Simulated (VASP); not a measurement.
KF:

```
CELL_PARAMETERS angstrom
0.00000 2.67185 2.67185
2.67185 0.00000 2.67185
2.67185 2.67185 0.00000
ATOMIC_POSITIONS crystal
K 0.00000 0.00000 0.00000
F 0.50000 0.50000 0.50000
```

```yaml
Program: VASP 6.6.1
Task: relaxation of volume and atoms at fixed shape
Functional: PBE
Potentials_or_basis: VASP PAW PBE potentials, release 64 (K_sv, F)
Cutoff: 600 eV
k_mesh: 6 × 6 × 6
Occupations: gaussian, width 0.01 eV
Spin: no spin polarisation
```

At the start: pressure 1.4 GPa; volume 19.07 Å³/atom.

Question: Where does the relaxation end?

Answer: Over 3 steps the energy falls by 3.5 meV/atom and the volume is 19.99 Å³/atom (+4.8 %); space group Fm-3m (No. 225, to 0.1 Å) before and after.

The path:
```tsv
step	energy change (eV)	largest force (eV/Å)	pressure (GPa)	volume (Å³)
1	0.0000	0.0000	1.41	38.15
2	-0.0057	0.0000	0.57	39.08
3	-0.0069	0.0000	-0.11	39.98
```

Final structure:
```xyz
2
Lattice="0.0000 2.7140 2.7140 2.7140 0.0000 2.7140 2.7140 2.7140 0.0000" Properties=species:S:1:pos:R:3 pbc="T T T"
K     0.0000    0.0000    0.0000
F     2.7140    2.7140    2.7140
```
